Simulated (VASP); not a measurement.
# TaN (P6_3mc) in VASP: single point with LDA

Aim: the single point of TaN with LDA.

All numbers are computed with VASP 6.6.1; they aren't measurements. Logs are shortened: lines on timing, memory, paths and dates and some standing lists are left out, and cuts for length are marked.

## 1. The cell of the first run

The structure is hexagonal, space group P6_3mc (No. 186). Conventional cell: a = 3.050 Å, b = 3.050 Å, c = 4.940 Å, α = 90.00°, β = 90.00°, γ = 120.00°. Ta (site symmetry 3m) has 4 N at 1.85 to 1.90 Å within 2.5 Å. N (site symmetry 3m) has 4 Ta at 1.85 to 1.90 Å within 2.5 Å.

## 2. Single point, LDA, collinear spin

File INCAR:

```
ALGO = Normal ; EDIFF = 1E-6
ENCUT = 520 ; ISIF = 2
ISMEAR = 0 ; ISPIN = 2
LASPH = True ; LCHARG = False
LMAXMIX = 4 ; LORBIT = 11
LREAL = False ; LWAVE = False
MAGMOM = 2 2 -2 -2 0 0 0 0 ; NBANDS = 46
NELM = 150 ; PREC = Accurate
SIGMA = 0.05
```

File KPOINTS:

```
k-points
0
Gamma
  7 7 4
```

File POSCAR:

```
TaN
1.0
    3.0500020400      0.0000000000      0.0000000000
   -3.0500020400      5.2827585000      0.0000000000
    0.0000000000      0.0000000000      4.9400015300
Ta N
4 4
Direct
    0.3333333333      0.3333333334      0.0000000000
    0.6666666667      0.1666666666      0.5000000000
    0.3333333333      0.8333333333      0.0000000000
    0.6666666667      0.6666666666      0.5000000000
    0.3333333333      0.3333333334      0.3850000000
    0.6666666667      0.1666666666      0.8850000000
    0.3333333333      0.8333333333      0.3850000000
    0.6666666667      0.6666666666      0.8850000000
```

Potentials or basis: VASP PAW LDA potentials, release 64 (Ta_pv, N).

The run is started by

```sh
cat potpaw_LDA.64/Ta_pv/POTCAR potpaw_LDA.64/N/POTCAR > POTCAR
mpirun -np 1 vasp_std > vasp.out
```

OUTCAR:

```text
EDIFF = 1E-6
   ENCUT = 520
   ISIF = 2
   ISMEAR = 0
   ISPIN = 2
   LASPH = True
   LORBIT = 11
   LREAL = False
   NELM = 150
   PREC = Accurate

 ion  position               nearest neighbor table
   1  0.333  0.333  0.000-   6 1.85   8 1.85   6 1.85   5 1.90   2 3.03   2 3.03   4 3.03   4 3.03
                             2 3.03   2 3.03   3 3.05   3 3.05   3 3.05   3 3.05
   2  0.667  0.167  0.500-   5 1.85   7 1.85   5 1.85   6 1.90   1 3.03   1 3.03   3 3.03   3 3.03
                             1 3.03   1 3.03   4 3.05   4 3.05   4 3.05   4 3.05
   3  0.333  0.833  0.000-   8 1.85   8 1.85   6 1.85   7 1.90   4 3.03   4 3.03   4 3.03   4 3.03
                             2 3.03   2 3.03   1 3.05   1 3.05   1 3.05   1 3.05
   4  0.667  0.667  0.500-   7 1.85   5 1.85   7 1.85   8 1.90   3 3.03   3 3.03   1 3.03   1 3.03
                             3 3.03   3 3.03   2 3.05   2 3.05   2 3.05   2 3.05
   5  0.333  0.333  0.385-   2 1.85   4 1.85   2 1.85   1 1.90
   6  0.667  0.167  0.885-   1 1.85   3 1.85   1 1.85   2 1.90
   7  0.333  0.833  0.385-   4 1.85   4 1.85   2 1.85   3 1.90
   8  0.667  0.667  0.885-   3 1.85   1 1.85   3 1.85   4 1.90

  LATTYP: Found a simple orthorhombic cell.
 ALAT       =     3.0500020400
 B/A-ratio  =     1.6196715495
 C/A-ratio  =     1.7320508087

  Lattice vectors:

 A1 = (  -3.0500020400,   0.0000000000,   0.0000000000)
 A2 = (   0.0000000000,   0.0000000000,   4.9400015300)
 A3 = (   0.0000000000,   5.2827585000,   0.0000000000)

Analysis of symmetry for initial positions (statically):
=====================================================================
 Subroutine PRICEL returns following result:

  LATTYP: Found a hexagonal cell.
 ALAT       =     3.0500020400
 C/A-ratio  =     1.6196715495
[... 12 lines left out ...]
 Subroutine GETGRP returns: Found  4 space group operations
 (whereof  2 operations were pure point group operations)
 out of a pool of  8 trial point group operations.

The static configuration has the point symmetry C_1h.
 The point group associated with its full space group is C_2v.

Analysis of symmetry for dynamics (positions and initial velocities):
=====================================================================
 Subroutine PRICEL returns following result:

  LATTYP: Found a hexagonal cell.
 ALAT       =     3.0500020400
 C/A-ratio  =     1.6196715495
[... 12 lines left out ...]
 Subroutine GETGRP returns: Found  4 space group operations
 (whereof  2 operations were pure point group operations)
 out of a pool of  8 trial point group operations.

The dynamic configuration has the point symmetry C_1h.
 The point group associated with its full space group is C_2v.

Analysis of structural, dynamic, and magnetic symmetry:
=====================================================================
 Subroutine PRICEL returns following result:

  LATTYP: Found a hexagonal cell.
 ALAT       =     3.0500020400
 C/A-ratio  =     1.6196715495
[... 12 lines left out ...]
 Subroutine GETGRP returns: Found  4 space group operations
 (whereof  2 operations were pure point group operations)
 out of a pool of  8 trial point group operations.

The overall configuration has the point symmetry C_1h.
 The point group associated with its full space group is C_2v.

 Subroutine INISYM returns: Found  4 space group operations
 (whereof  2 operations are pure point group operations),
 and found     2 'primitive' translations

----------------------------------------------------------------------------------------

                                     Primitive cell

  volume of cell :      39.7977

  direct lattice vectors                    reciprocal lattice vectors
     3.050002040  0.000000000  0.000000000     0.327868633  0.189295043  0.000000000
    -1.525001020  2.641379251  0.000000000     0.000000000  0.378590087  0.000000000
     0.000000000  0.000000000  4.940001530     0.000000000  0.000000000  0.202429087

  length of vectors
     3.050002040  3.050002042  4.940001530     0.378590087  0.378590087  0.202429087

  position of ions in fractional coordinates (direct lattice)
     0.333333333  0.666666667  0.000000000
     0.666666667  0.333333333  0.500000000
     0.333333333  0.666666667  0.385000000
     0.666666667  0.333333333  0.885000000

  ion indices of the primitive-cell ions
   primitive index   ion index
                 1           1
                 2           2
                 3           5
                 4           6

----------------------------------------------------------------------------------------

 KPOINTS: k-points
[... 55 lines left out ...]
   ions per type =               4   4
   NGX,Y,Z   is equivalent  to a cutoff of  13.08, 13.08, 13.46 a.u.
   NGXF,Y,Z  is equivalent  to a cutoff of  26.16, 26.16, 26.92 a.u.
 SYSTEM =  unknown system
   PREC   = accura    normal or accurate (medium, high low for compatibility)
   ISTART =      0    job   : 0-new  1-cont  2-samecut
   ICHARG =      2    charge: 1-file 2-atom 10-const
   ISPIN  =      2    spin polarized calculation?
   LNONCOLLINEAR =      F non collinear calculations
   LSORBIT =      F    spin-orbit coupling
   LASPH  =      T    aspherical Exc in radial PAW
   ENCUT  =  520.0 eV  38.22 Ry    6.18 a.u.   5.67 11.34  9.19*2*pi/ulx,y,z
   NELM   =    150;   NELMIN=  2; NELMDL= -5     # of ELM steps
   EDIFF  = 0.1E-05   stopping-criterion for ELM
   LREAL  =      F    real-space projection
[... 7 lines left out ...]
   TEBEG  =    0.0;   TEEND  =   0.0 temperature during run
   PSTRESS=    0.0 pullay stress
   NELECT =      64.0000    total number of electrons
   NUPDOWN=      -1.0000    fix difference up-down
   EMIN   =  10.00;   EMAX   =-10.00  energy-range for DOS
   EFERMI =   0.00;   METHOD = LEGACY
   ISMEAR =     0;   SIGMA  =   0.05  broadening in eV -4-tet -1-fermi 0-gaus
   EFERMI_NEDOS =   21; number of points for ismear=-14 and -15
   IALGO  =     38    algorithm
   IMIX   =      4    mixing-type and parameters
     AMIX     =   0.40;   BMIX     =  1.00
     AMIX_MAG =   1.60;   BMIX_MAG =  1.00
  volume/ion in A,a.u.               =       9.95        67.14
  Fermi-wavevector in a.u.,A,eV,Ry     =   1.522318  2.876765 31.530867  2.317453
  Thomas-Fermi vector in A             =   2.630914
   LORBIT       =     11    0 simple, 1 ext, 2 COOP (PROOUT), +10 PAW based schemes
   GGA     = CA    functional components
   LHFCALC =     F    Hartree Fock is set to
   AEXX    =    0.0000 exact exchange contribution
   IVDW    =     0    specifies the selected vdW correction
   LEPSILON=     F    determine dielectric tensor
   LRPA    =     F    only Hartree local field effects (RPA)
 spin polarized calculation
 Gauss-broadening in eV      SIGMA  =   0.05
  energy-cutoff  :      520.00
  volume of cell :       79.60
 maximum number of plane-waves:      2168
   NGX = 11   NGY = 23   NGZ = 19

 number of electron      64.0000000 magnetization      -0.0000000

 number of electron      64.0000000 magnetization       0.0000000

 Free energy of the ion-electron system (eV)
  ---------------------------------------------------
  ext. energy  EPLUGINS =         0.00000000
  ---------------------------------------------------
  free energy    TOTEN  =       -85.98942280 eV

  energy without entropy =      -85.98521492  energy(sigma->0) =      -85.98731886

 E-fermi :   9.6280     XC(G=0): -13.7671

 val. band max:        9.6066647218   @ k =   0.2857   0.1429   0.0000
 cond. band min:       9.6407477440   @ k =   0.0000   0.2857   0.0000
 fundamental gap:      0.0340830222
 Fermi energy:         9.6280039941

 spin component 1

 k-point     1 :       0.0000    0.0000    0.0000
  band No.  band energies     occupation
      1     -26.2946      1.00000
      2     -26.2712      1.00000
      3     -26.0716      1.00000
      4     -25.6712      1.00000
      5     -25.4615      1.00000
      6     -25.2390      1.00000
[... 1117 lines left out ...]
     43      15.6370      0.00000
     44      15.6728      0.00000

 [... further k-points ...]

 spin component 2

 k-point     1 :       0.0000    0.0000    0.0000
  band No.  band energies     occupation
      1     -26.2946      1.00000
      2     -26.2712      1.00000
      3     -26.0716      1.00000
      4     -25.6712      1.00000
      5     -25.4615      1.00000
      6     -25.2390      1.00000
[... 1117 lines left out ...]
     43      15.6370      0.00000
     44      15.6728      0.00000

 [... further k-points ...]

 [bands above 44 left out]

------------------------ aborting loop because EDIFF is reached ----------------------------------------

  FORCE on cell =-STRESS in cart. coord.  units (eV):
  Direction    XX          YY          ZZ          XY          YZ          ZX
  --------------------------------------------------------------------------------------
  -------------------------------------------------------------------------------------
  Total       64.9535244     65.4576860     51.7813588      0.0000000      0.0000000      0.0000000
  in kB     1307.4507332   1317.5990107   1042.3079606      0.0000000      0.0000000      0.0000000
  external PRESSURE =    1222.4525682 kB  Pullay stress =       0.0000000 kB

 VOLUME and BASIS-vectors are now :
 -----------------------------------------------------------------------------
  energy-cutoff  :      520.00
  volume of cell :       79.60
      direct lattice vectors                 reciprocal lattice vectors
     3.050002040  0.000000000  0.000000000     0.327868633  0.189295043  0.000000000
    -3.050002040  5.282758500  0.000000000     0.000000000  0.189295043  0.000000000
     0.000000000  0.000000000  4.940001530     0.000000000  0.000000000  0.202429087

 POSITION                                       TOTAL-FORCE (eV/Angst)
 -----------------------------------------------------------------------------------
     -0.00000      1.76092      0.00000         0.000000      0.070090      2.069972
      1.52500      0.88046      2.47000        -0.000000     -0.070090      2.069972
     -1.52500      4.40230      0.00000         0.000000      0.070090      2.069972
      0.00000      3.52184      2.47000        -0.000000     -0.070090      2.069972
     -0.00000      1.76092      1.90190         0.000000      0.083233     -2.069972
      1.52500      0.88046      4.37190        -0.000000     -0.083233     -2.069972
     -1.52500      4.40230      1.90190         0.000000      0.083233     -2.069972
      0.00000      3.52184      4.37190        -0.000000     -0.083233     -2.069972
 -----------------------------------------------------------------------------------
    total drift:                               -0.000000      0.000001      0.001432

  FREE ENERGIE OF THE ION-ELECTRON SYSTEM (eV)
  ---------------------------------------------------
  free  energy   TOTEN  =       -85.9894227960 eV

  energy  without entropy=      -85.9852149240  energy(sigma->0) =      -85.98731886

 total charge

# of ion       s       p       d       tot
------------------------------------------
    1        0.404   6.402   3.032   9.838
    2        0.404   6.402   3.032   9.838
    3        0.404   6.402   3.032   9.838
    4        0.404   6.402   3.032   9.838
    5        1.286   2.731   0.000   4.017
    6        1.286   2.731   0.000   4.017
    7        1.286   2.731   0.000   4.017
    8        1.286   2.731   0.000   4.017
--------------------------------------------------
tot          6.757  36.535  12.129  55.420

 magnetization (x)

# of ion       s       p       d       tot
------------------------------------------
    1       -0.000  -0.000   0.000  -0.000
    2       -0.000  -0.000   0.000  -0.000
    3        0.000   0.000  -0.000   0.000
    4        0.000   0.000  -0.000   0.000
    5        0.000   0.000   0.000   0.000
    6        0.000   0.000   0.000   0.000
    7       -0.000  -0.000   0.000  -0.000
    8       -0.000  -0.000   0.000  -0.000
--------------------------------------------------
tot          0.000   0.000   0.000   0.000
```

It took 4.2 min on 1 thread of Intel Xeon Platinum 8259CL at 2.50GHz (Skylake/Cascade Lake), shared host; peak memory 0.35 GiB.

What came out:

- Free energy: -85.9894 eV
- Pressure: 122.2 GPa
- Largest force: 2.072 eV/Å
- Band gap on the k mesh: zero (filled and empty bands overlap)
- Net moment: 0.00 μB per cell
- Valence electrons inside the program's atomic spheres: Ta 9.84; N 4.02

Forces on the atoms (eV/Å):
```
Ta   0.000  0.070  2.070
Ta   0.000 -0.070  2.070
Ta   0.000  0.070  2.070
Ta   0.000 -0.070  2.070
N    0.000  0.083 -2.070
N    0.000 -0.083 -2.070
N    0.000  0.083 -2.070
N    0.000 -0.083 -2.070
```

Levels at points of the mesh, in eV from the Fermi level:
Spin up:
| k point | band 30 | band 31 | band 32 | band 33 | band 34 | band 35 |
| --- | --- | --- | --- | --- | --- | --- |
| (0.00, 0.00, 0.00) | -1.04 | -0.86 | -0.86 | -0.16 | 0.49 | 1.42 |
| (0.00, 0.00, 0.50) | -0.40 | 1.18 | 1.18 | 1.18 | 1.18 | 2.00 |
Spin down:
```
           k point  band 29  band 30  band 31  band 32  band 33  band 34  band 35  band 36
(0.00, 0.00, 0.00)    -2.39    -1.04    -0.86    -0.86    -0.16     0.49     1.42     2.07
(0.00, 0.00, 0.50)    -0.40    -0.40     1.18     1.18     1.18     1.18     2.00     2.00
```

Caveat: the stress differs along the axes, from 104 to 132 GPa; spin-orbit coupling is left out, which moves the levels of the heavy elements; forces of over 1 eV/Å act on the atoms, so gaps and moduli don't describe the material at rest.

The gap in the log of VASP goes by the Fermi energy; the results here count the filled bands.